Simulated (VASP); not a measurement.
## AlRu: single point with revPBE

The system is AlRu.

```xyz
2
Lattice="2.9916 0.0000 0.0000 0.0000 2.9916 0.0000 0.0000 0.0000 2.9916" Properties=species:S:1:pos:R:3 pbc="T T T"
Al    0.0000    0.0000    0.0000
Ru    1.4958    1.4958    1.4958
```

* Program: VASP 6.6.1
* Task: single point
* Functional: revPBE
* Potentials or basis: VASP PAW PBE potentials, release 64 (Al, Ru_pv)
* Cutoff: 500 eV
* k mesh: 9 × 9 × 9
* Occupations: methfessel-paxton, width 0.1 eV
* Spin: no spin polarisation
* Dipole correction: no
* Further INCAR settings: ALGO = Normal; EDIFF = 1e-06; NBANDS = 16

```yaml
Pressure: 4.9 GPa
```

Levels at points of the mesh, in eV from the Fermi level:
```tsv
k point	band 6	band 7	band 8	band 9	band 10	band 11	band 12	band 13
(0.00, 0.00, 0.00)	-3.48	0.25	0.25	0.25	6.20	6.20	6.20	11.04
```

Run time: 14 s on 1 thread of AMD EPYC 7R13, on a shared host, peak memory 0.11 GiB.

Caveat: the PAW data sets were made with another functional, which shifts forces and pressure a little.
